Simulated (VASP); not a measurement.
# Ti (P6_3/mmc) in VASP: further runs

Runs on Ti. Level: LDA. Tasks: single point, relaxation of volume and atoms at fixed shape.

All numbers are computed with VASP 6.6.1; they aren't measurements. Logs are shortened: lines on timing, memory, paths and dates and some standing lists are left out, and cuts for length are marked.

## (1) The cell of the first run

The structure is hexagonal, space group P6_3/mmc (No. 194). Conventional cell: a = 2.861 Å, b = 2.861 Å, c = 4.538 Å, α = 90.00°, β = 90.00°, γ = 120.00°. Ti (site symmetry -6m2) has 12 Ti at 2.81 to 2.86 Å within 3.7 Å.

## (2) Single point, LDA

INCAR reads:

```
PREC = Accurate
ENCUT = 520
EDIFF = 1E-7
ISMEAR = 0
SIGMA = 0.05
LREAL = False
LASPH = True
NELM = 80
ALGO = Normal
ISIF = 2
LWAVE = False
LCHARG = True
LELF = True
LVHAR = True
NBANDS = 19
```

KPOINTS reads:

```
regular mesh
0
Gamma
  10 10 6
```

POSCAR reads:

```
Ti
1.0
    2.8606386902      0.0000000000      0.0000000000
   -1.4303193451      2.4773857768      0.0000000000
    0.0000000000      0.0000000000      4.5382379718
Ti
2
Direct
    0.3333333333      0.6666666667      0.2500000000
    0.6666666667      0.3333333333      0.7500000000
```

Potentials or basis: VASP PAW LDA potentials, release 64 (Ti_sv).

On the command line:

```
> cat potpaw_LDA.64/Ti_sv/POTCAR > POTCAR
> mpirun -np 1 vasp_std > vasp.out
```

OUTCAR:

```text
PREC = Accurate
   ENCUT = 520
   EDIFF = 1E-7
   ISMEAR = 0
   LREAL = False
   LASPH = True
   NELM = 80
   ISIF = 2

 ion  position               nearest neighbor table
   1  0.333  0.667  0.250-   2 2.81   2 2.81   2 2.81   2 2.81   2 2.81   2 2.81
   2  0.667  0.333  0.750-   1 2.81   1 2.81   1 2.81   1 2.81   1 2.81   1 2.81

  LATTYP: Found a hexagonal cell.
 ALAT       =     2.8606386902
 C/A-ratio  =     1.5864422121

  Lattice vectors:

 A1 = (   2.8606386902,   0.0000000000,   0.0000000000)
 A2 = (  -1.4303193451,   2.4773857768,   0.0000000000)
 A3 = (   0.0000000000,   0.0000000000,   4.5382379718)

Analysis of symmetry for initial positions (statically):
=====================================================================
 Subroutine PRICEL returns:
 Original cell was already a primitive cell.

 Routine SETGRP: Setting up the symmetry group for a
 hexagonal supercell.

 Subroutine GETGRP returns: Found 24 space group operations
 (whereof 12 operations were pure point group operations)
 out of a pool of 24 trial point group operations.

The static configuration has the point symmetry D_3d.
 The point group associated with its full space group is D_6h.

Analysis of symmetry for dynamics (positions and initial velocities):
=====================================================================
 Subroutine PRICEL returns:
 Original cell was already a primitive cell.

 Routine SETGRP: Setting up the symmetry group for a
 hexagonal supercell.

 Subroutine GETGRP returns: Found 24 space group operations
 (whereof 12 operations were pure point group operations)
 out of a pool of 24 trial point group operations.

The dynamic configuration has the point symmetry D_3d.
 The point group associated with its full space group is D_6h.

 Subroutine INISYM returns: Found 24 space group operations
 (whereof 12 operations are pure point group operations),
 and found     1 'primitive' translations

----------------------------------------------------------------------------------------

                                     Primitive cell

  volume of cell :      32.1621

  direct lattice vectors                    reciprocal lattice vectors
     2.860638690  0.000000000  0.000000000     0.349572284  0.201825652  0.000000000
    -1.430319345  2.477385777  0.000000000     0.000000000  0.403651304  0.000000000
     0.000000000  0.000000000  4.538237972     0.000000000  0.000000000  0.220349838

  length of vectors
     2.860638690  2.860638690  4.538237972     0.403651304  0.403651304  0.220349838

  position of ions in fractional coordinates (direct lattice)
     0.333333333  0.666666667  0.250000000
     0.666666667  0.333333333  0.750000000

  ion indices of the primitive-cell ions
   primitive index   ion index
                 1           1
                 2           2

----------------------------------------------------------------------------------------

 KPOINTS: regular mesh

Automatic generation of k-mesh.
 Grid dimensions read from file:
 generate k-points for:   10   10    6

 Generating k-lattice:

  Cartesian coordinates                     Fractional coordinates (reciprocal lattice)
     0.034957228  0.020182565  0.000000000     0.100000000  0.000000000  0.000000000
     0.000000000  0.040365130  0.000000000     0.000000000  0.100000000  0.000000000
     0.000000000  0.000000000  0.036724973     0.000000000  0.000000000  0.166666667

  Length of vectors
     0.040365130  0.040365130  0.036724973

  Shift w.r.t. Gamma in fractional coordinates (k-lattice)
     0.000000000  0.000000000  0.000000000

 Subroutine IBZKPT returns following result:
 ===========================================

 Found     56 irreducible k-points:

 Following reciprocal coordinates:
            Coordinates               Weight
  0.000000  0.000000  0.000000      1.000000
  0.100000  0.000000  0.000000      6.000000
  0.200000  0.000000  0.000000      6.000000
  0.300000  0.000000  0.000000      6.000000
  0.400000 -0.000000  0.000000      6.000000
  0.500000  0.000000  0.000000      3.000000
[... 16 lines left out ...]
  0.300000  0.100000  0.166667     24.000000
  0.400000  0.100000  0.166667     24.000000
 [... further k-points ...]
   k-points           NKPTS =     56   k-points in BZ     NKDIM =     56   number of bands    NBANDS=     19
   number of dos      NEDOS =    301   number of ions     NIONS =      2
   total plane-waves  NPLWV =  20736
   dimension x,y,z NGX =    24 NGY =   24 NGZ =   36
   dimension x,y,z NGXF=    48 NGYF=   48 NGZF=   72
   ions per type =               2
   NGX,Y,Z   is equivalent  to a cutoff of  13.95, 13.95, 13.19 a.u.
   NGXF,Y,Z  is equivalent  to a cutoff of  27.90, 27.90, 26.38 a.u.
 SYSTEM =  unknown system
   PREC   = accura    normal or accurate (medium, high low for compatibility)
   ISTART =      0    job   : 0-new  1-cont  2-samecut
   ICHARG =      2    charge: 1-file 2-atom 10-const
   ISPIN  =      1    spin polarized calculation?
   LNONCOLLINEAR =      F non collinear calculations
   LSORBIT =      F    spin-orbit coupling
   LASPH  =      T    aspherical Exc in radial PAW
   ENCUT  =  520.0 eV  38.22 Ry    6.18 a.u.   5.32  5.32  8.44*2*pi/ulx,y,z
   NELM   =     80;   NELMIN=  2; NELMDL= -5     # of ELM steps
   EDIFF  = 0.1E-06   stopping-criterion for ELM
   LREAL  =      F    real-space projection
   EDIFFG = 0.1E-05   stopping-criterion for IOM
   NSW    =      0    number of steps for IOM
   IBRION =     -1    ionic relax: 0-MD 1-quasi-New 2-CG
   NFREE  =      0    steps in history (QN), initial steepest desc. (CG)
   ISIF   =      2    stress and relaxation
   ISYM   =      2    0-nonsym 1-usesym 2-fastsym
   POTIM  = 0.5000    time-step for ionic-motion
   TEBEG  =    0.0;   TEEND  =   0.0 temperature during run
   PSTRESS=    0.0 pullay stress
   NELECT =      24.0000    total number of electrons
   NUPDOWN=      -1.0000    fix difference up-down
   EMIN   =  10.00;   EMAX   =-10.00  energy-range for DOS
   EFERMI =   0.00;   METHOD = LEGACY
   ISMEAR =     0;   SIGMA  =   0.05  broadening in eV -4-tet -1-fermi 0-gaus
   EFERMI_NEDOS =   21; number of points for ismear=-14 and -15
   IALGO  =     38    algorithm
   IMIX   =      4    mixing-type and parameters
     AMIX     =   0.40;   BMIX     =  1.00
     AMIX_MAG =   1.60;   BMIX_MAG =  1.00
  volume/ion in A,a.u.               =      16.08       108.52
  Fermi-wavevector in a.u.,A,eV,Ry     =   1.484900  2.806055 29.999876  2.204929
  Thomas-Fermi vector in A             =   2.598379
   LORBIT       =      0    0 simple, 1 ext, 2 COOP (PROOUT), +10 PAW based schemes
   GGA     = CA    functional components
   LHFCALC =     F    Hartree Fock is set to
   AEXX    =    0.0000 exact exchange contribution
   IVDW    =     0    specifies the selected vdW correction
   LEPSILON=     F    determine dielectric tensor
   LRPA    =     F    only Hartree local field effects (RPA)
 non-spin polarized calculation
 Gauss-broadening in eV      SIGMA  =   0.05
  energy-cutoff  :      520.00
  volume of cell :       32.16
 maximum number of plane-waves:       884
 NGX is ok and might be reduce to    24
   NGX = 11   NGY = 11   NGZ = 17

 number of electron      24.0000004 magnetization

 Free energy of the ion-electron system (eV)
  ---------------------------------------------------
  ext. energy  EPLUGINS =         0.00000000
  ---------------------------------------------------
  free energy    TOTEN  =       -17.09871123 eV

  energy without entropy =      -17.09471991  energy(sigma->0) =      -17.09671557

 E-fermi :   8.9370     XC(G=0): -12.1573

 val. band max:        8.9338200640   @ k =   0.3000   0.2000   0.3333
 cond. band min:       8.9408287182   @ k =   0.3000   0.2000   0.5000
 fundamental gap:      0.0070086542
 Fermi energy:         8.9370240893

 k-point     1 :       0.0000    0.0000    0.0000
  band No.  band energies     occupation
      1     -47.1093      2.00000
      2     -46.9134      2.00000
      3     -24.1908      2.00000
      4     -23.3457      2.00000
      5     -23.3457      2.00000
      6     -23.2583      2.00000
[... 11 lines left out ...]
     18      10.6573      0.00000
     19      12.3621      0.00000

 k-point     2 :       0.1000    0.0000    0.0000
  band No.  band energies     occupation
      1     -47.0953      2.00000
      2     -46.9079      2.00000
      3     -24.1620      2.00000
      4     -23.4054      2.00000
      5     -23.3654      2.00000
      6     -23.2778      2.00000
[... 11 lines left out ...]
     18      10.4976      0.00000
     19      12.4520      0.00000

 k-point     3 :       0.2000    0.0000    0.0000
  band No.  band energies     occupation
      1     -47.0573      2.00000
      2     -46.8942      2.00000
      3     -24.0814      2.00000
      4     -23.5630      2.00000
      5     -23.4344      2.00000
      6     -23.4146      2.00000
[... 11 lines left out ...]
     18      11.0171      0.00000
     19      12.6178      0.00000

 k-point     4 :       0.3000    0.0000    0.0000
  band No.  band energies     occupation
      1     -47.0069      2.00000
      2     -46.8804      2.00000
      3     -23.9661      2.00000
      4     -23.7596      2.00000
      5     -23.6185      2.00000
      6     -23.4724      2.00000
[... 11 lines left out ...]
     18      11.7705      0.00000
     19      12.7471      0.00000

 k-point     5 :       0.4000   -0.0000    0.0000
  band No.  band energies     occupation
      1     -46.9604      2.00000
      2     -46.8747      2.00000
      3     -23.9189      2.00000
      4     -23.8466      2.00000
      5     -23.7615      2.00000
      6     -23.5175      2.00000
[... 11 lines left out ...]
     18      12.6263      0.00000
     19      12.8166      0.00000
[... 334 lines left out ...]
      2     -46.9099      2.00000
      3     -24.0633      2.00000
      4     -23.4818      2.00000
      5     -23.4667      2.00000
      6     -23.3841      2.00000
[... 11 lines left out ...]
     18      11.0248      0.00000
     19      12.5101      0.00000

 k-point    22 :       0.2000    0.1000    0.1667
  band No.  band energies     occupation
      1     -47.0156      2.00000
      2     -46.8941      2.00000
      3     -23.9933      2.00000
      4     -23.6468      2.00000
      5     -23.5976      2.00000
      6     -23.4484      2.00000
[... 11 lines left out ...]
     18      11.6195      0.00000
     19      12.5978      0.00000

 k-point    23 :       0.3000    0.1000    0.1667
  band No.  band energies     occupation
      1     -46.9691      2.00000
      2     -46.8822      2.00000
      3     -23.9556      2.00000
      4     -23.7915      2.00000
      5     -23.6969      2.00000
      6     -23.5130      2.00000
[... 11 lines left out ...]
     18      12.2490      0.00000
     19      12.8503      0.00000

 k-point    24 :       0.4000    0.1000    0.1667
  band No.  band energies     occupation
      1     -46.9352      2.00000
      2     -46.8798      2.00000
      3     -24.0008      2.00000
      4     -23.8514      2.00000
      5     -23.7037      2.00000
      6     -23.5422      2.00000
[... 11 lines left out ...]
     18      12.6929      0.00000
     19      13.5258      0.00000

 [... further k-points ...]
[... 5 lines left out ...]
  --------------------------------------------------------------------------------------
  -------------------------------------------------------------------------------------
  Total        0.0279012      0.0279012     -0.1681558      0.0000000     -0.0000000      0.0000000
  in kB        1.3899189      1.3899189     -8.3768088      0.0000000     -0.0000000      0.0000000
  external PRESSURE =      -1.8656570 kB  Pullay stress =       0.0000000 kB

 VOLUME and BASIS-vectors are now :
 -----------------------------------------------------------------------------
  energy-cutoff  :      520.00
  volume of cell :       32.16
      direct lattice vectors                 reciprocal lattice vectors
     2.860638690  0.000000000  0.000000000     0.349572284  0.201825652  0.000000000
    -1.430319345  2.477385777  0.000000000     0.000000000  0.403651304  0.000000000
     0.000000000  0.000000000  4.538237972     0.000000000  0.000000000  0.220349838

 POSITION                                       TOTAL-FORCE (eV/Angst)
 -----------------------------------------------------------------------------------
     -0.00000      1.65159      1.13456         0.000000     -0.000000      0.000000
      1.43032      0.82580      3.40368        -0.000000      0.000000      0.000000
 -----------------------------------------------------------------------------------
    total drift:                               -0.000000      0.000000     -0.000000

  FREE ENERGIE OF THE ION-ELECTRON SYSTEM (eV)
  ---------------------------------------------------
  free  energy   TOTEN  =       -17.0987112336 eV

  energy  without entropy=      -17.0947199070  energy(sigma->0) =      -17.09671557
```

Run time: 25 s. Hardware: 1 thread of Intel Xeon 6975P-C, shared host; peak memory 0.15 GiB.

Results:

- Free energy: -17.0987 eV
- Pressure: -0.2 GPa
- Band gap on the k mesh: zero (band 12 reaches 9.72 eV, above the bottom of band 13 at 8.78 eV)

Levels at points of the mesh, in eV from the Fermi level:
```tsv
k point	band 9	band 10	band 11	band 12	band 13	band 14	band 15	band 16
(0.00, 0.00, 0.00)	-6.30	-2.88	0.79	0.79	0.91	1.09	1.34	1.34
(0.50, 0.00, 0.00)	-2.42	-2.40	-2.07	-0.46	0.45	0.67	1.27	3.67
(0.00, 0.00, 0.50)	-4.34	-4.34	0.07	0.07	0.68	0.68	0.68	0.68
(0.50, 0.00, 0.50)	-2.75	-2.75	-0.93	-0.93	1.62	1.62	1.84	1.84
```

## (3) Relaxation of volume and atoms at fixed shape, LDA

This run uses another cell than the first one, of 17.64 Å³/atom, 1.097 times its volume.

INCAR reads:

```
PREC     = Accurate       # precision mode
ENCUT    = 600            # plane-wave cutoff, eV
EDIFF    = 1E-6           # SCF threshold, eV
ISMEAR   = 0              # smearing method
SIGMA    = 0.05           # smearing width, eV
LREAL    = F              # projectors in reciprocal space
LASPH    = T              # aspherical terms in the spheres
NELM     = 80             # most SCF steps
ALGO     = Normal         # electronic algorithm
ISIF     = 8              # what is computed and relaxed
LWAVE    = F              # write WAVECAR
LCHARG   = F              # write CHGCAR
IBRION   = 2              # ionic algorithm
NSW      = 80             # ionic steps
EDIFFG   = -0.02          # ionic threshold
```

KPOINTS is that of step 2.

POSCAR reads:

```
Ti
1.0
    2.9500000000      0.0000000000      0.0000000000
   -1.4750000000      2.5547700000      0.0000000000
    0.0000000000      0.0000000000      4.6800000000
Ti
2
Direct
    0.3333333333      0.6666666667      0.2500000000
    0.6666666667      0.3333333333      0.7500000000
```

Potentials or basis: VASP PAW LDA potentials, release 64 (Ti_sv).

On the command line:

```
> cat potpaw_LDA.64/Ti_sv/POTCAR > POTCAR
> mpirun -np 1 vasp_std > vasp.out
```

Run time: 66 s. Hardware: 1 thread of Intel Xeon 6975P-C, shared host; peak memory 0.17 GiB.

It converged, with:

* Free energy: -17.0992 eV
* Relaxed volume: 16.06 Å³/atom
* Relaxed cell: a = 2.860 Å, b = 2.860 Å, c = 4.537 Å, α = 90.00°, β = 90.00°, γ = 120.00°
* Space group after relaxing (to 0.05 Å): P6_3/mmc (No. 194)
* Energy gained by relaxing: 52.4 meV/atom
* Ionic steps: 3
* Pressure after relaxing: -0.1 GPa
* Band gap on the k mesh: zero (band 12 reaches 9.74 eV, above the bottom of band 13 at 8.79 eV)

Stress tensor (GPa, compression positive):
```
 0.26  0.00  0.00
 0.00  0.26  0.00
 0.00  0.00 -0.71
```

The path:
| step | energy change (eV) | largest force (eV/Å) | pressure (GPa) | volume (Å³) |
| --- | --- | --- | --- | --- |
| 1 | 0.0000 | 0.0000 | -9.85 | 35.27 |
| 2 | -0.0463 | 0.0000 | 9.41 | 30.02 |
| 3 | -0.1048 | 0.0000 | -0.06 | 32.13 |

Final structure:
```yaml
crystal:
  lattice:
    - [2.85960, 0.00000, 0.00000]
    - [-1.42980, 2.47649, 0.00000]
    - [0.00000, 0.00000, 4.53659]
  atoms:
    - { symbol: Ti, position: [0.33333, 0.66667, 0.25000] }
    - { symbol: Ti, position: [0.66667, 0.33333, 0.75000] }
```

Levels at points of the mesh, in eV from the Fermi level:
```
           k point  band 8  band 9  band 10  band 11  band 12  band 13  band 14  band 15  band 16
(0.00, 0.00, 0.00)  -32.15   -6.30    -2.88     0.79     0.79     0.91     1.09     1.34     1.34
(0.50, 0.00, 0.00)  -32.24   -2.42    -2.40    -2.07    -0.46     0.45     0.68     1.27     3.68
(0.00, 0.00, 0.50)  -32.22   -4.35    -4.35     0.07     0.07     0.68     0.68     0.68     0.68
(0.50, 0.00, 0.50)  -32.36   -2.76    -2.76    -0.93    -0.93     1.62     1.62     1.84     1.84
```

LDA usually gives volumes a few per cent too small. Zero-point motion and thermal expansion aren't in these numbers.
